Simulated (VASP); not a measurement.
# MgRe3 (I4/mmm) in VASP: further runs

The runs below take MgRe3 through single point, with PBE.

Program: VASP 6.6.1. These are calculated values, not measurements. Logs are shortened: lines on timing, memory, paths and dates and some standing lists are left out, and cuts for length are marked.

### Step 1. The cell of the first run

It takes space group I4/mmm (No. 139, tetragonal). The conventional cell has a = 4.361 Å, b = 4.361 Å, c = 6.229 Å, α = 90.00°, β = 90.00°, γ = 90.00°. Mg (site symmetry 4/mmm) has 14 Re at 2.68 to 3.11 Å within 3.5 Å. Within 3.5 Å of Re (site symmetry -4m2) lie 4 Mg at 2.68 Å and 10 Re at 2.68 to 3.11 Å. Re (site symmetry 4/mmm) has 8 Re at 2.68 Å and 6 Mg at 3.08 to 3.11 Å within 3.5 Å.

### Step 2. Single point, PBE

INCAR

```
SYSTEM = MgRe3
ALGO     = Normal         ! electronic algorithm
EDIFF    = 1E-6           ! SCF threshold, eV
ENCUT    = 520            ! plane-wave cutoff, eV
GGA      = PE             ! functional
ISIF     = 2              ! what is computed and relaxed
ISMEAR   = -1             ! smearing method
LASPH    = .True.         ! aspherical terms in the spheres
LCHARG   = .False.        ! write CHGCAR
LREAL    = .False.        ! projectors in reciprocal space
LWAVE    = .False.        ! write WAVECAR
NBANDS   = 20             ! bands
NELM     = 60             ! most SCF steps
PREC     = Accurate       ! precision mode
SIGMA    = 0.1            ! smearing width, eV
```

KPOINTS

```
k-points
0
Gamma
  10 10 10
  0 0 0
```

POSCAR

```
MgRe3
1.0
    0.0000000000      3.0833847000      3.1145300000
    3.0833847000      0.0000000000      3.1145300000
    3.0833847000      3.0833847000      0.0000000000
Mg Re
1 3
Direct
    0.0000000000      0.0000000000      0.0000000000
    0.2500000000      0.2500000000      0.2500000000
    0.5000000000      0.5000000000      0.5000000000
    0.7500000000      0.7500000000      0.7500000000
```

Potentials or basis: VASP PAW PBE potentials, release 64 (Mg, Re).

On the command line:

```
$ cat potpaw_PBE.64/Mg/POTCAR potpaw_PBE.64/Re/POTCAR > POTCAR
$ mpirun -np 1 vasp_std > vasp.out
```

OUTCAR:

```text
SYSTEM = MgRe3
   EDIFF = 1E-6
   ENCUT = 520
   GGA = PE
   ISIF = 2
   ISMEAR = -1
   LASPH = .True.
   LREAL = .False.
   NELM = 60
   PREC = Accurate

 ion  position               nearest neighbor table
   1  0.000  0.000  0.000-   4 2.68   4 2.68   4 2.68   2 2.68   4 2.68   2 2.68   2 2.68   2 2.68
                             3 3.08   3 3.08   3 3.08   3 3.08   3 3.11   3 3.11
   2  0.250  0.250  0.250-   1 2.68   1 2.68   1 2.68   1 2.68   3 2.68   3 2.68   3 2.68   3 2.68
                             4 3.08   4 3.08   4 3.08   4 3.08   4 3.11   4 3.11
   3  0.500  0.500  0.500-   2 2.68   2 2.68   2 2.68   2 2.68   4 2.68   4 2.68   4 2.68   4 2.68
                             1 3.08   1 3.08   1 3.08   1 3.08   1 3.11   1 3.11
   4  0.750  0.750  0.750-   3 2.68   3 2.68   3 2.68   1 2.68   3 2.68   1 2.68   1 2.68   1 2.68
                             2 3.08   2 3.08   2 3.08   2 3.08   2 3.11   2 3.11

  LATTYP: Found a body centered tetragonal cell.
 ALAT       =     4.3605644608
 C/A-ratio  =     1.4284985479

  Lattice vectors:

 A1 = (  -3.0833847000,   0.0000000000,   3.1145300000)
 A2 = (   3.0833847000,   0.0000000000,   3.1145300000)
 A3 = (   0.0000000000,   3.0833847000,  -3.1145300000)

Analysis of symmetry for initial positions (statically):
=====================================================================
 Subroutine PRICEL returns:
 Original cell was already a primitive cell.

 Routine SETGRP: Setting up the symmetry group for a
 body centered tetragonal supercell.

 Subroutine GETGRP returns: Found 16 space group operations
 (whereof 16 operations were pure point group operations)
 out of a pool of 16 trial point group operations.

The static configuration has the point symmetry D_4h.

Analysis of symmetry for dynamics (positions and initial velocities):
=====================================================================
 Subroutine PRICEL returns:
 Original cell was already a primitive cell.

 Routine SETGRP: Setting up the symmetry group for a
 body centered tetragonal supercell.

 Subroutine GETGRP returns: Found 16 space group operations
 (whereof 16 operations were pure point group operations)
 out of a pool of 16 trial point group operations.

The dynamic configuration has the point symmetry D_4h.

 Subroutine INISYM returns: Found 16 space group operations
 (whereof 16 operations are pure point group operations),
 and found     1 'primitive' translations

----------------------------------------------------------------------------------------

[... 98 lines left out ...]
   EDIFFG = 0.1E-04   stopping-criterion for IOM
   NSW    =      0    number of steps for IOM
   IBRION =     -1    ionic relax: 0-MD 1-quasi-New 2-CG
   NFREE  =      0    steps in history (QN), initial steepest desc. (CG)
   ISIF   =      2    stress and relaxation
   ISYM   =      2    0-nonsym 1-usesym 2-fastsym
   POTIM  = 0.5000    time-step for ionic-motion
   TEBEG  =    0.0;   TEEND  =   0.0 temperature during run
   PSTRESS=    0.0 pullay stress
   NELECT =      23.0000    total number of electrons
   NUPDOWN=      -1.0000    fix difference up-down
   EMIN   =  10.00;   EMAX   =-10.00  energy-range for DOS
   EFERMI =   0.00;   METHOD = LEGACY
   ISMEAR =    -1;   SIGMA  =   0.10  broadening in eV -4-tet -1-fermi 0-gaus
   EFERMI_NEDOS =   21; number of points for ismear=-14 and -15
   IALGO  =     38    algorithm
   IMIX   =      4    mixing-type and parameters
     AMIX     =   0.40;   BMIX     =  1.00
     AMIX_MAG =   1.60;   BMIX_MAG =  1.00
  volume/ion in A,a.u.               =      14.81        99.91
  Fermi-wavevector in a.u.,A,eV,Ry     =   1.194423  2.257132 19.410699  1.426646
  Thomas-Fermi vector in A             =   2.330413
   LORBIT       =      0    0 simple, 1 ext, 2 COOP (PROOUT), +10 PAW based schemes
   GGA     = PE    functional components
   LHFCALC =     F    Hartree Fock is set to
   AEXX    =    0.0000 exact exchange contribution
   IVDW    =     0    specifies the selected vdW correction
   LEPSILON=     F    determine dielectric tensor
   LRPA    =     F    only Hartree local field effects (RPA)
 non-spin polarized calculation
  energy-cutoff  :      520.00
  volume of cell :       59.22
 maximum number of plane-waves:      1615
 NGX is ok and might be reduce to    36
   NGX = 17   NGY = 17   NGZ = 17

 number of electron      23.0000001 magnetization

 Free energy of the ion-electron system (eV)
  ---------------------------------------------------
  ext. energy  EPLUGINS =         0.00000000
  ---------------------------------------------------
  free energy    TOTEN  =       -37.74211988 eV

  energy without entropy =      -37.65813837  energy(sigma->0) =      -37.70012913

 E-fermi :   7.1480     XC(G=0): -12.8060

 val. band max:        7.1394360651   @ k =  -0.2000   0.4000   0.3000
 cond. band min:       7.1533615664   @ k =  -0.4000   0.1000   0.4000
 fundamental gap:      0.0139255013
 Fermi energy:         7.1479509316

 k-point     1 :       0.0000    0.0000    0.0000
  band No.  band energies     occupation
      1      -2.4526      2.00000
      2       1.9298      2.00000
      3       1.9614      2.00000
      4       3.3383      2.00000
      5       3.3899      2.00000
      6       3.3899      2.00000
[... 541 lines left out ...]
     19      11.1914      0.00000
     20      14.6405      0.00000

 [... further k-points ...]

------------------------ aborting loop because EDIFF is reached ----------------------------------------

  FORCE on cell =-STRESS in cart. coord.  units (eV):
  Direction    XX          YY          ZZ          XY          YZ          ZX
  --------------------------------------------------------------------------------------
  -------------------------------------------------------------------------------------
  Total        1.8445448      1.8445448      1.3405459      0.0000000      0.0000000      0.0000000
  in kB       49.9024480     49.9024480     36.2672258      0.0000000      0.0000000      0.0000000
  external PRESSURE =      45.3573740 kB  Pullay stress =       0.0000000 kB

 VOLUME and BASIS-vectors are now :
 -----------------------------------------------------------------------------
  energy-cutoff  :      520.00
  volume of cell :       59.22
      direct lattice vectors                 reciprocal lattice vectors
     0.000000000  3.083384700  3.114530000    -0.162159461  0.162159461  0.160537866
     3.083384700  0.000000000  3.114530000     0.162159461 -0.162159461  0.160537866
     3.083384700  3.083384700  0.000000000     0.162159461  0.162159461 -0.160537866

 POSITION                                       TOTAL-FORCE (eV/Angst)
 -----------------------------------------------------------------------------------
      0.00000      0.00000      0.00000         0.000000     -0.000000     -0.000000
      1.54169      1.54169      1.55726         0.000000      0.000000      0.000000
      3.08338      3.08338      3.11453         0.000000     -0.000000     -0.000000
      4.62508      4.62508      4.67179        -0.000000     -0.000000     -0.000000
 -----------------------------------------------------------------------------------
    total drift:                                0.000000      0.000000      0.000000

  FREE ENERGIE OF THE ION-ELECTRON SYSTEM (eV)
  ---------------------------------------------------
  free  energy   TOTEN  =       -37.7421198803 eV

  energy  without entropy=      -37.6581383719  energy(sigma->0) =      -37.70012913
```

OSZICAR:

```text
N       E                     dE             d eps       ncg     rms          rms(c)
DAV:   1     0.823044217025E+02    0.82304E+02   -0.10291E+04  7920   0.129E+03
DAV:   2    -0.312821936190E+02   -0.11359E+03   -0.10458E+03  7792   0.414E+02
DAV:   3    -0.397482910795E+02   -0.84661E+01   -0.73968E+01  7256   0.173E+02
DAV:   4    -0.402562246937E+02   -0.50793E+00   -0.47809E+00  7020   0.270E+01
DAV:   5    -0.402729014083E+02   -0.16677E-01   -0.16525E-01  6952   0.624E+00    0.474E+01
DAV:   6    -0.383443385134E+02    0.19286E+01   -0.38063E+00  7672   0.425E+01    0.168E+01
DAV:   7    -0.382350358022E+02    0.10930E+00   -0.32862E+00  8060   0.437E+01    0.823E+00
DAV:   8    -0.377666073633E+02    0.46843E+00   -0.97165E-01  7928   0.255E+01    0.943E-01
DAV:   9    -0.377429534729E+02    0.23654E-01   -0.11482E-01  6956   0.276E+00    0.533E-01
DAV:  10    -0.377421062815E+02    0.84719E-03   -0.46013E-03  7800   0.163E+00    0.124E-01
DAV:  11    -0.377421317311E+02   -0.25450E-04   -0.41306E-04  7556   0.301E-01    0.488E-02
DAV:  12    -0.377421213297E+02    0.10401E-04   -0.23871E-05  6872   0.115E-01    0.988E-03
DAV:  13    -0.377421192757E+02    0.20540E-05   -0.11853E-06  3384   0.208E-02    0.771E-03
DAV:  14    -0.377421198803E+02   -0.60465E-06   -0.33873E-07  3264   0.232E-02
   1 F= -.37742120E+02 E0= -.37700129E+02  d E =-.839815E-01
```

Run time: 2.5 min. Hardware: 1 thread of Intel Xeon Platinum 8259CL at 2.50GHz (Skylake/Cascade Lake), shared host; peak memory 0.27 GiB.

Results:

```yaml
Free_energy: -37.7421 eV
Pressure: 4.5 GPa
Band_gap_on_the_k_mesh: zero (an odd number of electrons rules out a gap without spin polarisation)
```

Caveat: the cell stands under pressure; spin-orbit coupling is left out, which moves the levels of the heavy elements.

### Step 3. Single point, PBE

This run uses another cell than the first one, of 15.41 Å³/atom.

INCAR

```
  PREC = Accurate
  ENCUT = 520
  EDIFF = 1E-6
  ISMEAR = -1
  SIGMA = 0.1
  LREAL = F
  LASPH = T
  NELM = 80
  ALGO = Normal
  ISIF = 2
  LWAVE = F
  LCHARG = F
  GGA = PE
  NBANDS = 20
```

KPOINTS

```
regular mesh
0
Gamma
  10 10 10
```

POSCAR

```
MgRe3
1.0
    0.0000000000      3.1456753000      3.1145300000
    3.1456753000      0.0000000000      3.1145300000
    3.1456753000      3.1456753000      0.0000000000
Mg Re
1 3
Direct
    0.0000000000      0.0000000000      0.0000000000
    0.2500000000      0.2500000000      0.2500000000
    0.5000000000      0.5000000000      0.5000000000
    0.7500000000      0.7500000000      0.7500000000
```

Potentials or basis: VASP PAW PBE potentials, release 64 (Mg, Re).

On the command line:

```
$ cat potpaw_PBE.64/Mg/POTCAR potpaw_PBE.64/Re/POTCAR > POTCAR
$ mpirun -np 1 vasp_std > vasp.out
```

It took 2.3 min on 1 thread of Intel Xeon Platinum 8259CL at 2.50GHz (Skylake/Cascade Lake), shared host; peak memory 0.28 GiB.

Results (log left out):

- Free energy: -37.7299 eV
- Pressure: -5.9 GPa
- Band gap on the k mesh: zero (an odd number of electrons rules out a gap without spin polarisation)

Stress tensor (GPa, compression positive):
```
-6.33  0.00  0.00
 0.00 -6.33  0.00
 0.00  0.00 -5.13
```

Levels at points of the mesh, in eV from the Fermi level:
| k point | band 10 | band 11 | band 12 | band 13 | band 14 | band 15 |
| --- | --- | --- | --- | --- | --- | --- |
| (0.00, 0.00, 0.00) | 1.14 | 1.16 | 1.16 | 1.40 | 1.48 | 2.35 |
| (0.50, 0.00, 0.00) | -1.28 | -1.07 | -1.05 | 1.31 | 1.34 | 1.74 |
| (0.50, 0.50, 0.00) | -1.17 | 0.08 | 0.08 | 0.81 | 0.96 | 1.62 |
| (0.50, 0.00, 0.50) | -1.05 | 0.15 | 0.16 | 0.86 | 1.09 | 1.62 |

Caveat: the cell stands under tension; spin-orbit coupling is left out, which moves the levels of the heavy elements.

### Step 4. Single point, PBE

This run uses another cell than the first one, of 15.72 Å³/atom.

INCAR

```
  PREC = Accurate
  ENCUT = 520
  EDIFF = 1E-6
  ISMEAR = -1
  SIGMA = 0.1
  LREAL = F
  LASPH = T
  NELM = 100
  ALGO = Normal
  ISIF = 2
  LWAVE = F
  LCHARG = T
  GGA = PE
  LELF = T
  LVHAR = T
  NBANDS = 20
```

KPOINTS

```
Automatic mesh
0
Gamma
  10 10 10
```

POSCAR

```
MgRe3
1.0
    0.0000000000      3.1768206000      3.1145300000
    3.1768206000      0.0000000000      3.1145300000
    3.1768206000      3.1768206000      0.0000000000
Mg Re
1 3
Direct
    0.0000000000      0.0000000000      0.0000000000
    0.2500000000      0.2500000000      0.2500000000
    0.5000000000      0.5000000000      0.5000000000
    0.7500000000      0.7500000000      0.7500000000
```

Potentials or basis: VASP PAW PBE potentials, release 64 (Mg, Re).

On the command line:

```
$ cat potpaw_PBE.64/Mg/POTCAR potpaw_PBE.64/Re/POTCAR > POTCAR
$ mpirun -np 1 vasp_std > vasp.out
```

OUTCAR:

```text
PREC = Accurate
   ENCUT = 520
   EDIFF = 1E-6
   ISMEAR = -1
   LREAL = F
   LASPH = T
   NELM = 100
   ISIF = 2
   GGA = PE

 ion  position               nearest neighbor table
   1  0.000  0.000  0.000-   4 2.73   4 2.73   4 2.73   2 2.73   4 2.73   2 2.73   2 2.73   2 2.73
                             3 3.11   3 3.11   3 3.18   3 3.18   3 3.18   3 3.18
   2  0.250  0.250  0.250-   1 2.73   1 2.73   1 2.73   1 2.73   3 2.73   3 2.73   3 2.73   3 2.73
                             4 3.11   4 3.11   4 3.18   4 3.18   4 3.18   4 3.18
   3  0.500  0.500  0.500-   2 2.73   2 2.73   2 2.73   2 2.73   4 2.73   4 2.73   4 2.73   4 2.73
                             1 3.11   1 3.11   1 3.18   1 3.18   1 3.18   1 3.18
   4  0.750  0.750  0.750-   3 2.73   3 2.73   3 2.73   1 2.73   3 2.73   1 2.73   1 2.73   1 2.73
                             2 3.11   2 3.11   2 3.18   2 3.18   2 3.18   2 3.18

  LATTYP: Found a body centered tetragonal cell.
 ALAT       =     4.4927027777
 C/A-ratio  =     1.3864838847

  Lattice vectors:

 A1 = (   0.0000000000,  -3.1768206000,  -3.1145300000)
 A2 = (   0.0000000000,   3.1768206000,  -3.1145300000)
 A3 = (   3.1768206000,   0.0000000000,   3.1145300000)

[... 179 lines left out ...]

 val. band max:        6.4856384401   @ k =  -0.2000   0.5000   0.3000
 cond. band min:       6.5081298616   @ k =   0.5000   0.1000   0.3000
 fundamental gap:      0.0224914215
 Fermi energy:         6.4983128370

 k-point     1 :       0.0000    0.0000    0.0000
  band No.  band energies     occupation
      1      -2.7080      2.00000
      2       1.6933      2.00000
      3       1.7484      2.00000
      4       2.9495      2.00000
      5       2.9495      2.00000
      6       3.0415      2.00000
[... 541 lines left out ...]
     19      10.1649      0.00000
     20      13.2038      0.00000

 [... further k-points ...]

------------------------ aborting loop because EDIFF is reached ----------------------------------------

  FORCE on cell =-STRESS in cart. coord.  units (eV):
  Direction    XX          YY          ZZ          XY          YZ          ZX
  --------------------------------------------------------------------------------------
  -------------------------------------------------------------------------------------
  Total       -4.3673047     -4.3673047     -3.4835585      0.0000000     -0.0000000      0.0000000
  in kB     -111.3053866   -111.3053866    -88.7821786      0.0000000     -0.0000000      0.0000000
  external PRESSURE =    -103.7976506 kB  Pullay stress =       0.0000000 kB

 VOLUME and BASIS-vectors are now :
 -----------------------------------------------------------------------------
  energy-cutoff  :      520.00
  volume of cell :       62.86
      direct lattice vectors                 reciprocal lattice vectors
     0.000000000  3.176820600  3.114530000    -0.157390065  0.157390065  0.160537866
     3.176820600  0.000000000  3.114530000     0.157390065 -0.157390065  0.160537866
     3.176820600  3.176820600  0.000000000     0.157390065  0.157390065 -0.160537866

 POSITION                                       TOTAL-FORCE (eV/Angst)
 -----------------------------------------------------------------------------------
      0.00000      0.00000      0.00000         0.000000     -0.000000      0.000000
      1.58841      1.58841      1.55726        -0.000000     -0.000000     -0.000000
      3.17682      3.17682      3.11453         0.000000     -0.000000      0.000000
      4.76523      4.76523      4.67179         0.000000      0.000000      0.000000
 -----------------------------------------------------------------------------------
    total drift:                                0.000000      0.000000      0.000000

  FREE ENERGIE OF THE ION-ELECTRON SYSTEM (eV)
  ---------------------------------------------------
  free  energy   TOTEN  =       -37.6634383857 eV

  energy  without entropy=      -37.5717182572  energy(sigma->0) =      -37.61757832
```

OSZICAR:

```text
N       E                     dE             d eps       ncg     rms          rms(c)
DAV:   1     0.782184003061E+02    0.78218E+02   -0.10115E+04  7916   0.127E+03
DAV:   2    -0.308443736683E+02   -0.10906E+03   -0.10038E+03  7748   0.396E+02
DAV:   3    -0.396936565565E+02   -0.88493E+01   -0.77125E+01  7240   0.169E+02
DAV:   4    -0.403089620306E+02   -0.61531E+00   -0.57769E+00  7112   0.289E+01
DAV:   5    -0.403291940236E+02   -0.20232E-01   -0.19926E-01  7000   0.680E+00    0.424E+01
DAV:   6    -0.382809402059E+02    0.20483E+01   -0.45169E+00  7724   0.455E+01    0.136E+01
DAV:   7    -0.382887168227E+02   -0.77766E-02   -0.39483E+00  8012   0.471E+01    0.827E+00
DAV:   8    -0.376903173888E+02    0.59840E+00   -0.12449E+00  7864   0.274E+01    0.965E-01
DAV:   9    -0.376655813100E+02    0.24736E-01   -0.15599E-01  7040   0.377E+00    0.766E-01
DAV:  10    -0.376634094835E+02    0.21718E-02   -0.84089E-03  7964   0.223E+00    0.134E-01
DAV:  11    -0.376634484505E+02   -0.38967E-04   -0.69472E-04  7264   0.356E-01    0.625E-02
DAV:  12    -0.376634396492E+02    0.88013E-05   -0.44695E-05  7584   0.139E-01    0.942E-03
DAV:  13    -0.376634379450E+02    0.17042E-05   -0.75011E-07  3292   0.180E-02    0.131E-02
DAV:  14    -0.376634383857E+02   -0.44062E-06   -0.62022E-07  3228   0.371E-02
   1 F= -.37663438E+02 E0= -.37617578E+02  d E =-.917201E-01
```

It took 2.3 min on 1 thread of Intel Xeon Platinum 8259CL at 2.50GHz (Skylake/Cascade Lake), shared host; peak memory 0.28 GiB.

Results:

- Free energy: -37.6634 eV
- Pressure: -10.4 GPa
- Band gap on the k mesh: zero (an odd number of electrons rules out a gap without spin polarisation)

Levels at points of the mesh, in eV from the Fermi level:
| k point | band 9 | band 10 | band 11 | band 12 | band 13 | band 14 | band 15 | band 16 |
| --- | --- | --- | --- | --- | --- | --- | --- | --- |
| (0.00, 0.00, 0.00) | -2.76 | 1.10 | 1.14 | 1.14 | 1.31 | 1.47 | 2.23 | 2.40 |
| (0.50, 0.00, 0.00) | -2.04 | -1.26 | -1.05 | -1.01 | 1.24 | 1.31 | 1.63 | 1.84 |
| (0.50, 0.50, 0.00) | -1.18 | -1.18 | 0.02 | 0.02 | 0.75 | 0.84 | 1.57 | 2.06 |
| (0.50, 0.00, 0.50) | -1.13 | -0.95 | 0.15 | 0.17 | 0.86 | 1.09 | 1.56 | 2.05 |

Caveat: the cell stands under tension; spin-orbit coupling is left out, which moves the levels of the heavy elements.

### Step 5. Summary

| cell | gap on the mesh (eV) | pressure (GPa) |
| --- | --- | --- |
| a = 4.383, b = 4.383, c = 4.361 Å, angles 60.2, 60.2, 59.7°, 4 atoms | none | 4.5 |
| a = 4.427, b = 4.427, c = 4.449 Å, angles 59.8, 59.8, 60.3°, 4 atoms | none | -5.9 |
| a = 4.449, b = 4.449, c = 4.493 Å, angles 59.7, 59.7, 60.7°, 4 atoms | none | -10.4 |

Alike in all rows: task single point; level PBE; potentials or basis VASP PAW PBE potentials, release 64 (Mg, Re); no spin polarisation; k mesh 10 × 10 × 10; cutoff (eV) 520; smearing fermi-dirac 0.1 eV.

Caveats: spin-orbit coupling is left out, which moves the levels of the heavy elements; the cell stands under tension (at least some runs); the cell stands under pressure (at least some runs).

Total energies depend on the potentials used, so only differences within one code and one set of settings carry meaning.

The gap in the log of VASP goes by the Fermi energy; the results here count the filled bands.